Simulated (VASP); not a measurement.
# RbBr (Fm-3m) in VASP: a series of runs, part 2 of 2

VASP 6.6.1. The steps go on from the part before.

### 3 Relaxation of cell and atoms, PBE

This run uses another cell than the first one, of 42.64 Å³/atom.

INCAR

```
SYSTEM = RbBr
PREC     = Accurate       ! precision mode
ENCUT    = 500            ! plane-wave cutoff, eV
EDIFF    = 1E-7           ! SCF threshold, eV
ISMEAR   = 0              ! smearing method
SIGMA    = 0.02           ! smearing width, eV
LREAL    = .False.        ! projectors in reciprocal space
LASPH    = .True.         ! aspherical terms in the spheres
NELM     = 120            ! most SCF steps
ALGO     = Normal         ! electronic algorithm
ISIF     = 3              ! what is computed and relaxed
LWAVE    = .False.        ! write WAVECAR
LCHARG   = .False.        ! write CHGCAR
GGA      = PE             ! functional
IBRION   = 2              ! ionic algorithm
NSW      = 100            ! ionic steps
EDIFFG   = -0.01          ! ionic threshold
GGA_COMPAT= .False.      
NELMIN   = 4
```

KPOINTS

```
Automatic mesh
0
Gamma
  6 6 6
  0 0 0
```

POSCAR

```
RbBr
1.0
    0.0000000000      3.4936956019      3.4936956019
    3.4936956019      0.0000000000      3.4936956019
    3.4936956019      3.4936956019      0.0000000000
Rb Br
1 1
Direct
    0.0000000000      0.0000000000      0.0000000000
    0.5000000000      0.5000000000      0.5000000000
```

Potentials or basis: VASP PAW PBE potentials, release 64 (Rb_sv, Br).

The run is started by

```
$ cat potpaw_PBE.64/Rb_sv/POTCAR potpaw_PBE.64/Br/POTCAR > POTCAR
$ mpirun -np 1 vasp_std > vasp.out
```

OUTCAR:

```text
SYSTEM = RbBr
   PREC = Accurate
   ENCUT = 500
   EDIFF = 1E-7
   ISMEAR = 0
   LREAL = .False.
   LASPH = .True.
   NELM = 120
   ISIF = 3
   GGA = PE
   IBRION = 2
   NSW = 100
   EDIFFG = -0.01
   NELMIN = 4

 ion  position               nearest neighbor table
   1  0.000  0.000  0.000-   2 3.49   2 3.49   2 3.49   2 3.49   2 3.49   2 3.49
   2  0.500  0.500  0.500-   1 3.49   1 3.49   1 3.49   1 3.49   1 3.49   1 3.49

  LATTYP: Found a face centered cubic cell.
 ALAT       =     6.9873912038

  Lattice vectors:

 A1 = (   0.0000000000,   3.4936956019,   3.4936956019)
 A2 = (   3.4936956019,   0.0000000000,   3.4936956019)
 A3 = (   3.4936956019,   3.4936956019,   0.0000000000)

Analysis of symmetry for initial positions (statically):
=====================================================================
 Subroutine PRICEL returns:
 Original cell was already a primitive cell.

 Routine SETGRP: Setting up the symmetry group for a
 face centered cubic supercell.

 Subroutine GETGRP returns: Found 48 space group operations
 (whereof 48 operations were pure point group operations)
 out of a pool of 48 trial point group operations.

The static configuration has the point symmetry O_h .

Analysis of symmetry for dynamics (positions and initial velocities):
=====================================================================
 Subroutine PRICEL returns:
 Original cell was already a primitive cell.

 Routine SETGRP: Setting up the symmetry group for a
 face centered cubic supercell.

 Subroutine GETGRP returns: Found 48 space group operations
 (whereof 48 operations were pure point group operations)
 out of a pool of 48 trial point group operations.

The dynamic configuration has the point symmetry O_h .

 Subroutine INISYM returns: Found 48 space group operations
 (whereof 48 operations are pure point group operations),
 and found     1 'primitive' translations

----------------------------------------------------------------------------------------
[... 97 lines left out ...]
   EMIN   =  10.00;   EMAX   =-10.00  energy-range for DOS
   EFERMI =   0.00;   METHOD = LEGACY
   ISMEAR =     0;   SIGMA  =   0.02  broadening in eV -4-tet -1-fermi 0-gaus
   EFERMI_NEDOS =   21; number of points for ismear=-14 and -15
   IALGO  =     38    algorithm
   IMIX   =      4    mixing-type and parameters
     AMIX     =   0.40;   BMIX     =  1.00
     AMIX_MAG =   1.60;   BMIX_MAG =  1.00
  volume/ion in A,a.u.               =      42.64       287.77
  Fermi-wavevector in a.u.,A,eV,Ry     =   0.937173  1.771000 11.949905  0.878293
  Thomas-Fermi vector in A             =   2.064257
   LORBIT       =      0    0 simple, 1 ext, 2 COOP (PROOUT), +10 PAW based schemes
   GGA     = PE    functional components
   LHFCALC =     F    Hartree Fock is set to
   AEXX    =    0.0000 exact exchange contribution
   IVDW    =     0    specifies the selected vdW correction
   LEPSILON=     F    determine dielectric tensor
   LRPA    =     F    only Hartree local field effects (RPA)
 conjugate gradient relaxation of ions
 non-spin polarized calculation
 Gauss-broadening in eV      SIGMA  =   0.02
  energy-cutoff  :      500.00
  volume of cell :       85.29
 maximum number of plane-waves:      2200
   NGX = 17   NGY = 17   NGZ = 17

--------------------------------------- Ionic step        1  -------------------------------------------

 number of electron      15.9999999 magnetization

 Free energy of the ion-electron system (eV)
  ---------------------------------------------------
  ext. energy  EPLUGINS =         0.00000000
  ---------------------------------------------------
  free energy    TOTEN  =        -6.11483248 eV

  energy without entropy =       -6.11483248  energy(sigma->0) =       -6.11483248

------------------------ aborting loop because EDIFF is reached ----------------------------------------

  FORCE on cell =-STRESS in cart. coord.  units (eV):
  Direction    XX          YY          ZZ          XY          YZ          ZX
  --------------------------------------------------------------------------------------
  -------------------------------------------------------------------------------------
  Total        0.0945301      0.0945301      0.0945301     -0.0000000     -0.0000000      0.0000000
  in kB        1.7758061      1.7758061      1.7758061     -0.0000000     -0.0000000      0.0000000
  external PRESSURE =       1.7758061 kB  Pullay stress =       0.0000000 kB
[... 59 lines left out ...]
--------------------------------------- Ionic step        3  -------------------------------------------

 number of electron      16.0000000 magnetization

 Free energy of the ion-electron system (eV)
  ---------------------------------------------------
  ext. energy  EPLUGINS =         0.00000000
  ---------------------------------------------------
  free energy    TOTEN  =        -6.11550273 eV

  energy without entropy =       -6.11550273  energy(sigma->0) =       -6.11550273

 E-fermi :  -1.8988     XC(G=0):  -6.9496

 val. band max:       -2.0129843272   @ k =   0.0000   0.0000   0.0000
 cond. band min:       2.1711837288   @ k =   0.0000   0.0000   0.0000
 fundamental gap:      4.1841680560
 Fermi energy:        -1.8988324706

 k-point     1 :       0.0000    0.0000    0.0000
  band No.  band energies     occupation
      1     -26.5863      2.00000
      2     -14.1262      2.00000
      3     -10.6571      2.00000
      4     -10.6571      2.00000
      5     -10.6571      2.00000
      6      -2.0130      2.00000
      7      -2.0130      2.00000
      8      -2.0130      2.00000
      9       2.1712      0.00000
     10       5.2376      0.00000
     11       5.2376      0.00000
     12       5.2376      0.00000
[... 252 lines left out ...]
  FREE ENERGIE OF THE ION-ELECTRON SYSTEM (eV)
  ---------------------------------------------------
  free  energy   TOTEN  =        -6.1155027264 eV

  energy  without entropy=       -6.1155027264  energy(sigma->0) =       -6.11550273

 reached required accuracy - stopping structural energy minimisation
```

It took 74 s on 1 thread of Intel Xeon 8259CL, shared host; peak memory 0.21 GiB.

Results:

```yaml
Free_energy: -6.1155 eV
Relaxed_volume: 43.29 Å³/atom
Relaxed_cell: a = 4.966 Å, b = 4.966 Å, c = 4.966 Å, α = 60.00°, β = 60.00°, γ = 60.00°
Space_group_after_relaxing_to_0.1_Å: Fm-3m (No. 225)
Energy_gained_by_relaxing: 0.3 meV/atom
Ionic_steps: 3
Pressure_after_relaxing: 0.0 GPa
Band_gap_on_the_k_mesh: 4.18 eV
```

Step by step:
```tsv
step	energy change (eV)	largest force (eV/Å)	pressure (GPa)	volume (Å³)
1	0.0000	0.0000	0.18	85.29
2	-0.0005	0.0000	0.09	85.87
3	-0.0007	0.0000	-0.01	86.58
```

Final structure:
```cif
data_structure
_symmetry_space_group_name_H-M 'P 1'
_symmetry_Int_Tables_number 1
_cell_length_a 4.9657
_cell_length_b 4.9657
_cell_length_c 4.9657
_cell_angle_alpha 60.000
_cell_angle_beta 60.000
_cell_angle_gamma 60.000
_cell_volume 86.58
loop_
_atom_site_label
_atom_site_type_symbol
_atom_site_fract_x
_atom_site_fract_y
_atom_site_fract_z
_atom_site_occupancy
Rb1 Rb 0.00000 0.00000 0.00000 1
Br1 Br 0.50000 0.50000 0.50000 1
```
